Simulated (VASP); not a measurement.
Input of a VASP 6.6.1 run:

INCAR

```
SYSTEM = Si
PREC = Accurate ; ENCUT = 520
EDIFF = 1E-7 ; ISMEAR = 0
SIGMA = 0.1 ; LREAL = .FALSE.
LASPH = .TRUE. ; NELM = 100
ALGO = Normal ; ISIF = 2
LWAVE = .FALSE. ; LCHARG = .FALSE.
GGA = PE ; NBANDS = 26
```

KPOINTS

```
Automatic mesh
0
G
  4 4 4
  0 0 0
```

File POSCAR:

```
Si
1.0
    0.0000000000      5.9268911368      5.9268911368
    5.9268911368      0.0000000000      5.9268911368
    5.9268911368      5.9268911368      0.0000000000
Si
8
Direct
    0.7888304332      0.0703898556      0.0703898556
    0.1796101444      0.1796101444      0.1796101444
    0.1796101444      0.1796101444      0.4611695668
    0.1796101444      0.4611695668      0.1796101444
    0.0703898556      0.7888304332      0.0703898556
    0.0703898556      0.0703898556      0.0703898556
    0.0703898556      0.0703898556      0.7888304332
    0.4611695668      0.1796101444      0.1796101444
```

Potentials or basis: VASP PAW PBE potentials, release 64 (Si).

Command:

```bash
$ cat potpaw_PBE.64/Si/POTCAR > POTCAR
$ mpirun -np 1 vasp_std > vasp.out
```

Q: Predict the pressure.

A: 0.1 GPa.

Q: Predict the largest force.

A: 0.045 eV/Å.

Forces in eV/Å, atoms in the order of the input:
```
Si  -0.026  0.026  0.026
Si   0.026  0.026  0.026
Si  -0.026 -0.026  0.026
Si  -0.026  0.026 -0.026
Si   0.026 -0.026  0.026
Si  -0.026 -0.026 -0.026
Si   0.026  0.026 -0.026
Si   0.026 -0.026 -0.026
```
